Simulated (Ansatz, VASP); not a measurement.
Two plane-wave programs on InSe

```
In Se
1.0
     3.96732    0.00000    0.00000
    -1.98366    3.43580    0.00000
     0.00000    0.00000   16.58439
In Se
4 4
Direct
  0.33333 0.66667 0.16636
  0.66667 0.33333 0.66636
  0.33333 0.66667 0.33364
  0.66667 0.33333 0.83364
  0.33333 0.66667 0.58721
  0.66667 0.33333 0.08721
  0.33333 0.66667 0.91279
  0.66667 0.33333 0.41279
```

Change from the starting cell: volume scaled by 0.94, ions relaxed.

Alike in both runs: functional PBE; k mesh 13 × 13 × 3; occupations fermi-dirac, width 0.05 eV; no spin polarisation.

Ansatz relaxed the structure, and its values are those at the end. VASP's run is a single point on that final structure, the one shown.

|  | VASP | Ansatz |
| --- | --- | --- |
| version | VASP 6.6.1 | Ansatz 0.2.0 |
| potentials or method | VASP PAW PBE potentials, release 64 (In_d, Se) | plane-wave PAW, scalar-relativistic |
| plane-wave cutoff (eV) | 520 | 420 |
| valence electrons in the cell | 76 | 116 |

VASP gave:

```
pressure (GPa)                     : 3.4
rms of the force components (eV/Å) : 0.009
```

Problem. What did Ansatz give for the same quantities?

Solution. Pressure (GPa): 3.3; rms of the force components (eV/Å): 0.001.

VASP's potentials hold 76 valence electrons a cell and Ansatz's 116, so a difference there can come from the potentials and not from the codes. Ansatz's warnings: stress scf threshold loose.
